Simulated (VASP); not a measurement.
## Cu7Si2Ni4Pt7: single point with PBE

The system is Cu7Si2Ni4Pt7.

```xyz
20
Lattice="6.3918 0.0201 0.0956 0.0201 6.3566 0.0266 0.0956 0.0266 6.4557" Properties=species:S:1:pos:R:3 pbc="T T T"
Cu    4.1514    4.0442    4.5933
Cu    4.3733    1.1065    2.8033
Cu    5.5388    5.9740    4.1401
Cu    0.5081    4.8047    1.9842
Cu    1.1014    0.8869    2.9853
Cu    4.5086    4.8072    1.9992
Cu    1.4386    2.6038    0.4953
Pt    5.6287    2.1097    4.7564
Pt    6.1133    0.6482    1.0305
Pt    2.2836    0.3275    0.7518
Pt    2.5237    3.0292    2.6230
Pt    1.7318    3.9407    4.7329
Pt    4.2019    2.6518    0.5317
Pt    2.3653    1.5529    4.8518
Ni    1.0942    6.1778    5.3451
Ni    2.7923    5.6278    3.4444
Ni    3.9820    0.0296    5.6364
Ni    5.8593    4.4382   -0.3227
Si    2.6546    4.4251    0.6596
Si    6.1132    2.6077    2.3824
```

* Program: VASP 6.6.1
* Task: single point
* Functional: PBE
* Potentials or basis: VASP PAW PBE potentials, release 64 (Cu, Pt, Ni, Si)
* Cutoff: 400 eV
* k mesh: 1 × 1 × 1, shifted
* Occupations: fermi-dirac, width 0.2128 eV
* Spin: no spin polarisation
* Dipole correction: no
* Mended: yes
* Further INCAR settings: LREAL = Auto; ALGO = Normal; EDIFF = 1e-06; NBANDS = 114; ISYM = -1

- Pressure: 17.4 GPa
- Largest force: 4.904 eV/Å
- Band gap on the k mesh: zero (an odd number of electrons rules out a gap without spin polarisation)

Forces on the atoms (eV/Å):
```
Cu   0.447 -0.097 -0.153
Cu  -2.012  0.030 -0.539
Cu   1.172 -1.316 -1.196
Cu   0.736 -0.443  0.442
Cu  -0.783 -0.762 -0.280
Cu   0.735  0.594 -0.040
Cu  -2.400  0.231 -0.905
Pt   1.780 -0.299  0.169
Pt  -2.059 -0.342 -1.916
Pt   1.485 -0.814  4.247
Pt   0.471 -0.247 -0.684
Pt  -3.277  1.641  3.259
Pt   0.503 -0.636  0.083
Pt   3.338  1.840 -0.899
Ni  -2.183 -2.064 -0.336
Ni   0.215  0.817 -0.588
Ni   2.292 -0.982 -0.011
Ni   0.083  0.190  0.733
Si   0.065  1.018 -1.330
Si  -0.610  1.640 -0.057
```

Stress tensor (GPa, compression positive):
```
18.42 -0.13 -1.96
-0.13 17.82  2.50
-1.96  2.50 15.92
```

Levels at points of the mesh, in eV from the Fermi level:
| k point | band 95 | band 96 | band 97 | band 98 | band 99 | band 100 |
| --- | --- | --- | --- | --- | --- | --- |
| (0.25, 0.25, 0.25) | -0.46 | -0.36 | -0.16 | 0.00 | 0.05 | 0.21 |

It took 100 s on 1 thread of Intel(R) Xeon(R) Platinum 8375C CPU @ 2.90GHz (Ice Lake) (shared host), peak memory 0.27 GiB.

Caveat: the atoms stand as in a frame of molecular dynamics; spin-orbit coupling is left out, which moves the levels of the heavy elements. Spin polarisation is off, so any magnetic state and its effect on volume and gap are missing.
